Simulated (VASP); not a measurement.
# MgO (P6_3/mmc) in VASP: notebook, part 2 of 2

VASP 6.6.1.

### Step 4. Single point, LDA

This run uses another cell than the first one, of the same volume but with other edges.

The input, INCAR:

```
ALGO = Normal
EDIFF = 1E-6
ENCUT = 750
GGA_COMPAT = False
ISIF = 2
ISMEAR = 0
LASPH = True
LCHARG = False
LREAL = False
LWAVE = False
NBANDS = 24
NELM = 120
PREC = Accurate
SIGMA = 0.05
```

The input, KPOINTS:

```
k-points
0
Gamma
  12 12 6
```

The input, POSCAR:

```
MgO
1.0
    3.7555867050      0.0000000000      0.0000000000
   -1.8777933525      3.2524334926      0.0000000000
    0.0000000000      0.0000000000      3.6005267763
Mg O
2 2
Direct
    0.6666666667      0.3333333333      0.7500000000
    0.3333333333      0.6666666667      0.2500000000
    0.6666666667      0.3333333333      0.2500000000
    0.3333333333      0.6666666667      0.7500000000
```

Potentials or basis: VASP PAW LDA potentials, release 64 (Mg_sv, O).

Started as:

```bash
cat potpaw_LDA.64/Mg_sv/POTCAR potpaw_LDA.64/O/POTCAR > POTCAR
mpirun -np 1 vasp_std > vasp.out
```

OUTCAR:

```text
EDIFF = 1E-6
   ENCUT = 750
   ISIF = 2
   ISMEAR = 0
   LASPH = True
   LREAL = False
   NELM = 120
   PREC = Accurate

 ion  position               nearest neighbor table
   1  0.667  0.333  0.750-   3 1.80   3 1.80
   2  0.333  0.667  0.250-   4 1.80   4 1.80
   3  0.667  0.333  0.250-   1 1.80   1 1.80
   4  0.333  0.667  0.750-   2 1.80   2 1.80

  LATTYP: Found a hexagonal cell.
 ALAT       =     3.7555867050
 C/A-ratio  =     0.9587121958

  Lattice vectors:

 A1 = (   3.7555867050,   0.0000000000,   0.0000000000)
 A2 = (  -1.8777933525,   3.2524334926,   0.0000000000)
 A3 = (   0.0000000000,   0.0000000000,   3.6005267763)

Analysis of symmetry for initial positions (statically):
=====================================================================
 Subroutine PRICEL returns:
 Original cell was already a primitive cell.

 Routine SETGRP: Setting up the symmetry group for a
 hexagonal supercell.

 Subroutine GETGRP returns: Found 24 space group operations
 (whereof 12 operations were pure point group operations)
 out of a pool of 24 trial point group operations.

The static configuration has the point symmetry D_3d.
 The point group associated with its full space group is D_6h.

Analysis of symmetry for dynamics (positions and initial velocities):
=====================================================================
 Subroutine PRICEL returns:
 Original cell was already a primitive cell.

 Routine SETGRP: Setting up the symmetry group for a
 hexagonal supercell.

 Subroutine GETGRP returns: Found 24 space group operations
 (whereof 12 operations were pure point group operations)
 out of a pool of 24 trial point group operations.

The dynamic configuration has the point symmetry D_3d.
 The point group associated with its full space group is D_6h.

 Subroutine INISYM returns: Found 24 space group operations
 (whereof 12 operations are pure point group operations),
 and found     1 'primitive' translations

----------------------------------------------------------------------------------------

                                     Primitive cell

  volume of cell :      43.9797

  direct lattice vectors                    reciprocal lattice vectors
     3.755586705  0.000000000  0.000000000     0.266269981  0.153731045  0.000000000
    -1.877793352  3.252433493  0.000000000     0.000000000  0.307462090  0.000000000
     0.000000000  0.000000000  3.600526776     0.000000000  0.000000000  0.277737137

  length of vectors
     3.755586705  3.755586705  3.600526776     0.307462090  0.307462090  0.277737137

  position of ions in fractional coordinates (direct lattice)
     0.666666667  0.333333333  0.750000000
     0.333333333  0.666666667  0.250000000
     0.666666667  0.333333333  0.250000000
     0.333333333  0.666666667  0.750000000

  ion indices of the primitive-cell ions
   primitive index   ion index
                 1           1
                 2           2
                 3           3
                 4           4

----------------------------------------------------------------------------------------

 KPOINTS: k-points

Automatic generation of k-mesh.
 Grid dimensions read from file:
 generate k-points for:   12   12    6

 Generating k-lattice:

  Cartesian coordinates                     Fractional coordinates (reciprocal lattice)
     0.022189165  0.012810920  0.000000000     0.083333333  0.000000000  0.000000000
     0.000000000  0.025621841  0.000000000     0.000000000  0.083333333  0.000000000
     0.000000000  0.000000000  0.046289523     0.000000000  0.000000000  0.166666667

  Length of vectors
     0.025621841  0.025621841  0.046289523

  Shift w.r.t. Gamma in fractional coordinates (k-lattice)
     0.000000000  0.000000000  0.000000000

 Subroutine IBZKPT returns following result:
 ===========================================

 Found     76 irreducible k-points:

 Following reciprocal coordinates:
            Coordinates               Weight
  0.000000  0.000000  0.000000      1.000000
  0.083333 -0.000000  0.000000      6.000000
  0.166667 -0.000000  0.000000      6.000000
  0.250000 -0.000000  0.000000      6.000000
  0.333333  0.000000  0.000000      6.000000
  0.416667  0.000000  0.000000      6.000000
[... 16 lines left out ...]
  0.250000 -0.000000  0.166667     12.000000
  0.333333  0.000000  0.166667     12.000000
 [... further k-points ...]
   k-points           NKPTS =     76   k-points in BZ     NKDIM =     76   number of bands    NBANDS=     24
   number of dos      NEDOS =    301   number of ions     NIONS =      4
   total plane-waves  NPLWV =  41472
   dimension x,y,z NGX =    36 NGY =   36 NGZ =   32
   dimension x,y,z NGXF=    72 NGYF=   72 NGZF=   64
   ions per type =               2   2
   NGX,Y,Z   is equivalent  to a cutoff of  15.94, 15.94, 14.78 a.u.
   NGXF,Y,Z  is equivalent  to a cutoff of  31.87, 31.87, 29.55 a.u.
 SYSTEM =  unknown system
   PREC   = accura    normal or accurate (medium, high low for compatibility)
   ISTART =      0    job   : 0-new  1-cont  2-samecut
   ICHARG =      2    charge: 1-file 2-atom 10-const
   ISPIN  =      1    spin polarized calculation?
   LNONCOLLINEAR =      F non collinear calculations
   LSORBIT =      F    spin-orbit coupling
   LASPH  =      T    aspherical Exc in radial PAW
   ENCUT  =  750.0 eV  55.12 Ry    7.42 a.u.   8.39  8.39  8.04*2*pi/ulx,y,z
   NELM   =    120;   NELMIN=  2; NELMDL= -5     # of ELM steps
   EDIFF  = 0.1E-05   stopping-criterion for ELM
   LREAL  =      F    real-space projection
   EDIFFG = 0.1E-04   stopping-criterion for IOM
   NSW    =      0    number of steps for IOM
   IBRION =     -1    ionic relax: 0-MD 1-quasi-New 2-CG
   NFREE  =      0    steps in history (QN), initial steepest desc. (CG)
   ISIF   =      2    stress and relaxation
   ISYM   =      2    0-nonsym 1-usesym 2-fastsym
   POTIM  = 0.5000    time-step for ionic-motion
   TEBEG  =    0.0;   TEEND  =   0.0 temperature during run
   PSTRESS=    0.0 pullay stress
   NELECT =      32.0000    total number of electrons
   NUPDOWN=      -1.0000    fix difference up-down
   EMIN   =  10.00;   EMAX   =-10.00  energy-range for DOS
   EFERMI =   0.00;   METHOD = LEGACY
   ISMEAR =     0;   SIGMA  =   0.05  broadening in eV -4-tet -1-fermi 0-gaus
   EFERMI_NEDOS =   21; number of points for ismear=-14 and -15
   IALGO  =     38    algorithm
   IMIX   =      4    mixing-type and parameters
     AMIX     =   0.40;   BMIX     =  1.00
     AMIX_MAG =   1.60;   BMIX_MAG =  1.00
  volume/ion in A,a.u.               =      10.99        74.20
  Fermi-wavevector in a.u.,A,eV,Ry     =   1.472451  2.782528 29.498938  2.168111
  Thomas-Fermi vector in A             =   2.587464
   LORBIT       =      0    0 simple, 1 ext, 2 COOP (PROOUT), +10 PAW based schemes
   GGA     = CA    functional components
   LHFCALC =     F    Hartree Fock is set to
   AEXX    =    0.0000 exact exchange contribution
   IVDW    =     0    specifies the selected vdW correction
   LEPSILON=     F    determine dielectric tensor
   LRPA    =     F    only Hartree local field effects (RPA)
 non-spin polarized calculation
 Gauss-broadening in eV      SIGMA  =   0.05
  energy-cutoff  :      750.00
  volume of cell :       43.98
 maximum number of plane-waves:      2075
 NGX is ok and might be reduce to    36

 number of electron      31.9999996 magnetization

 Free energy of the ion-electron system (eV)
  ---------------------------------------------------
  ext. energy  EPLUGINS =         0.00000000
  ---------------------------------------------------
  free energy    TOTEN  =       -24.99898269 eV

  energy without entropy =      -24.99898269  energy(sigma->0) =      -24.99898269

 E-fermi :   1.6714     XC(G=0): -10.7592

 val. band max:        1.2170484081   @ k =   0.5000  -0.0000   0.0000
 cond. band min:       4.4416147775   @ k =   0.0000   0.0000   0.0000
 fundamental gap:      3.2245663694
 Fermi energy:         1.6714225148

 k-point     1 :       0.0000    0.0000    0.0000
  band No.  band energies     occupation
      1     -69.6481      2.00000
      2     -69.6270      2.00000
      3     -37.1943      2.00000
      4     -37.1943      2.00000
      5     -37.1602      2.00000
      6     -37.1412      2.00000
[... 637 lines left out ...]
     23      16.4457      0.00000
     24      17.7275      0.00000

 [... further k-points ...]

------------------------ aborting loop because EDIFF is reached ----------------------------------------

  FORCE on cell =-STRESS in cart. coord.  units (eV):
  Direction    XX          YY          ZZ          XY          YZ          ZX
  --------------------------------------------------------------------------------------
  -------------------------------------------------------------------------------------
  Total       -2.3824844     -2.3824844     16.4801459     -0.0000000      0.0000000      0.0000000
  in kB      -86.7937370    -86.7937370    600.3705384     -0.0000000      0.0000000      0.0000000
  external PRESSURE =     142.2610214 kB  Pullay stress =       0.0000000 kB

 VOLUME and BASIS-vectors are now :
 -----------------------------------------------------------------------------
  energy-cutoff  :      750.00
  volume of cell :       43.98
      direct lattice vectors                 reciprocal lattice vectors
     3.755586705  0.000000000  0.000000000     0.266269981  0.153731045  0.000000000
    -1.877793352  3.252433493  0.000000000     0.000000000  0.307462090  0.000000000
     0.000000000  0.000000000  3.600526776     0.000000000  0.000000000  0.277737137

 POSITION                                       TOTAL-FORCE (eV/Angst)
 -----------------------------------------------------------------------------------
      1.87779      1.08414      2.70040        -0.000000      0.000000      0.000000
     -0.00000      2.16829      0.90013         0.000000     -0.000000      0.000000
      1.87779      1.08414      0.90013        -0.000000     -0.000000     -0.000000
     -0.00000      2.16829      2.70040         0.000000     -0.000000     -0.000000
 -----------------------------------------------------------------------------------
    total drift:                               -0.000000      0.000000     -0.000000

  FREE ENERGIE OF THE ION-ELECTRON SYSTEM (eV)
  ---------------------------------------------------
  free  energy   TOTEN  =       -24.9989826924 eV

  energy  without entropy=      -24.9989826924  energy(sigma->0) =      -24.99898269
```

OSZICAR:

```text
N       E                     dE             d eps       ncg     rms          rms(c)
DAV:   1     0.409434593266E+03    0.40943E+03   -0.25336E+04  3704   0.199E+03
DAV:   2     0.702615438751E+01   -0.40241E+03   -0.38721E+03  4264   0.560E+02
DAV:   3    -0.268702209680E+02   -0.33896E+02   -0.33307E+02  6184   0.128E+02
DAV:   4    -0.298133238377E+02   -0.29431E+01   -0.29371E+01  4152   0.344E+01
DAV:   5    -0.299471665369E+02   -0.13384E+00   -0.13384E+00  4504   0.501E+00    0.134E+01
DAV:   6    -0.252195927849E+02    0.47276E+01   -0.11107E+01  4192   0.222E+01    0.420E+00
DAV:   7    -0.250972025823E+02    0.12239E+00   -0.58154E-01  4248   0.536E+00    0.249E+00
DAV:   8    -0.250053403354E+02    0.91862E-01   -0.20395E-01  4160   0.362E+00    0.641E-01
DAV:   9    -0.249987664707E+02    0.65739E-02   -0.25085E-02  4480   0.118E+00    0.148E-01
DAV:  10    -0.249990284826E+02   -0.26201E-03   -0.17202E-03  4080   0.313E-01    0.368E-02
DAV:  11    -0.249990081914E+02    0.20291E-04   -0.20189E-04  4440   0.103E-01    0.403E-02
DAV:  12    -0.249989827879E+02    0.25403E-04   -0.52121E-05  4384   0.755E-02    0.736E-03
DAV:  13    -0.249989826924E+02    0.95540E-07   -0.82825E-06  3560   0.196E-02
   1 F= -.24998983E+02 E0= -.24998983E+02  d E =-.137006E-39
```

stdout:

```text
POSCAR found type information on POSCAR MgO
 POSCAR found :  2 types and       4 ions
 scaLAPACK will be used
 LDA part: xc-table for (Slater(with rela. corr.)+CA(PZ))
 , standard interpolation
 POSCAR, INCAR and KPOINTS ok, starting setup
 FFT: planning ... GRIDC
 FFT: planning ... GRID_SOFT
 FFT: planning ... GRID
 WAVECAR not read
 entering main loop
```

Wall time 46 s (1 thread of Intel Xeon 6975P-C (Granite Rapids), shared host); peak memory 0.23 GiB.

Results:

| Property | Result |
| --- | --- |
| Free energy | -24.9990 eV |
| Pressure | 14.2 GPa |
| Band gap on the k mesh | 3.22 eV (least direct gap 3.47 eV) |

Caveat: the cell stands under pressure. A k mesh can miss the band edges.

### Step 5. The runs side by side

```csv
cell,gap on the mesh (eV),pressure (GPa)
"a = 3.281, b = 3.281, c = 4.718 Å, angles 90.0, 90.0, 120.0°, 4 atoms",3.20,3.1
"a = 3.585, b = 3.585, c = 3.952 Å, angles 90.0, 90.0, 120.0°, 4 atoms",3.44,-1.3
"a = 3.756, b = 3.756, c = 3.601 Å, angles 90.0, 90.0, 120.0°, 4 atoms",3.22,14.2
```

Alike in all rows: task single point; level LDA; potentials or basis VASP PAW LDA potentials, release 64 (Mg_sv, O); no spin polarisation; k mesh 12 × 12 × 6; cutoff (eV) 750; smearing gaussian 0.05 eV.

Caveats: the cell stands under pressure (at least some runs).

Absolute energies hang on the potentials; compare differences alone.
